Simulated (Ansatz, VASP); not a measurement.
One calculation of Te, two programs

File INCAR:

```
SYSTEM = Te
ALGO     = Normal         ! electronic algorithm
EDIFF    = 1E-6           ! SCF threshold, eV
ENCUT    = 520            ! plane-wave cutoff, eV
ISIF     = 2              ! what is computed and relaxed
ISMEAR   = -1             ! smearing method
LASPH    = .True.         ! aspherical terms in the spheres
LCHARG   = .True.         ! write CHGCAR
LELF     = .True.         ! ELF
LREAL    = .False.        ! projectors in reciprocal space
LVHAR    = .True.       
LWAVE    = .False.        ! write WAVECAR
NBANDS   = 16             ! bands
NELM     = 60             ! most SCF steps
PREC     = Accurate       ! precision mode
SIGMA    = 0.08           ! smearing width, eV
```

The input KPOINTS:

```
k-points
0
Gamma
  9 9 6
  0 0 0
```

The input POSCAR:

```
Te
1.0
    4.3669943424      0.0000000000      0.0000000000
   -2.1834971712      3.7819280387      0.0000000000
    0.0000000000      0.0000000000      5.8040476941
Te
3
Direct
    0.7450000000      0.0000000000      0.3333333333
    0.0000000000      0.7450000000      0.6666666667
    0.2550000000      0.2550000000      0.0000000000
```

Input for Ansatz:

```yaml
crystal:
  lattice:
    - [4.3669943424, 0.0, 0.0]
    - [-2.1834971712, 3.7819280387, 0.0]
    - [0.0, 0.0, 5.8040476941]
  atoms:
    - { symbol: Te, position: [0.745, 0.0, 0.3333333333] }
    - { symbol: Te, position: [0.0, 0.745, 0.6666666667] }
    - { symbol: Te, position: [0.255, 0.255, 0.0] }
kpoints:
  mp_grid: { grid: [9, 9, 6] }
  band_path:
    path:
      - [0.0, 0.0, 0.0]
      - [0.5, 0.0, 0.0]
      - [0.3333333333, 0.3333333333, 0.0]
      - [0.0, 0.0, 0.0]
      - [0.0, 0.0, 0.5]
      - [0.5, 0.0, 0.5]
      - [0.3333333333, 0.3333333333, 0.5]
      - [0.0, 0.0, 0.5]
      - [0.5, 0.0, 0.5]
    npoints: 5
scf:
  occupations: { method: fermi_dirac, width: 0.08 }
hamiltonian:
  xc: lda
  pseudopotentials: { kind: all_electron, lapw: { basis_error: 0.0005 } }
output:
  forces: true
  stress: true
  eigenvalues: true
```

Change from the starting cell: volume scaled by 0.94.

Alike in both runs: task single point; functional LDA; k mesh 9 × 9 × 6; occupations fermi-dirac, width 0.08 eV; no spin polarisation.

```csv
,VASP,Ansatz
version,VASP 6.6.1,Ansatz 0.2.0
potentials or method,"VASP PAW LDA potentials, release 64 (Te), cutoff 520 eV","all-electron LAPW, scalar-relativistic"
```

```csv
,VASP,Ansatz,Ansatz less VASP
pressure (GPa),3.5,3.3,-0.21
"traceless stress, the component that is largest in VASP (GPa)",1.82,1.69,-0.133
rms of the force components (eV/Å),0.573,0.541,-0.0319
```

LDA's correlation is that of Perdew and Zunger in VASP and of Perdew and Wang (1992) in Ansatz. Atom by atom the forces differ by 0.032 eV/Å (rms over components). Ansatz ran all-electron here, and VASP with PAW potentials.

Neither program's run includes spin-orbit coupling.
